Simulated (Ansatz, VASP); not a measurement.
## Two plane-wave programs on AlNi

```xyz
2
Lattice="2.8810 0.0000 0.0000 0.0000 2.8810 0.0000 0.0000 0.0000 2.7658" Properties=species:S:1:pos:R:3 pbc="T T T"
Ni    1.4405    1.4405    1.3829
Al    0.0000    0.0000    0.0000
```

Alike in both runs: functional PBEsol; k mesh 8 × 8 × 8; occupations fermi-dirac, width 0.05 eV; collinear spin.

```csv
,VASP,Ansatz
version,VASP 6.6.1,Ansatz 0.2.0
potentials or method,"VASP PAW PBE potentials, release 64 (Ni, Al)",Ansatz PAW
plane-wave cutoff (eV),520,420
valence electrons in the cell,13,21
task,single point,band structure
```

|  | VASP | Ansatz | Ansatz less VASP |
| --- | --- | --- | --- |
| gap on the k mesh at the Fermi level (eV) | none | none | - |
| pressure (GPa) | 4.2 | 4.0 | -0.13 |
| traceless stress, the component that is largest in VASP (GPa) | 1.23 | 1.13 | -0.095 |
| net moment per atom (μB) | 0.00 | 0.00 | 0.000 |

VASP's potentials were made for PBE, not for PBEsol. A gap of «none» marks a metal or a gap that the smearing closes. VASP's potentials hold 13 valence electrons a cell and Ansatz's 21, so a difference there can come from the potentials and not from the codes.
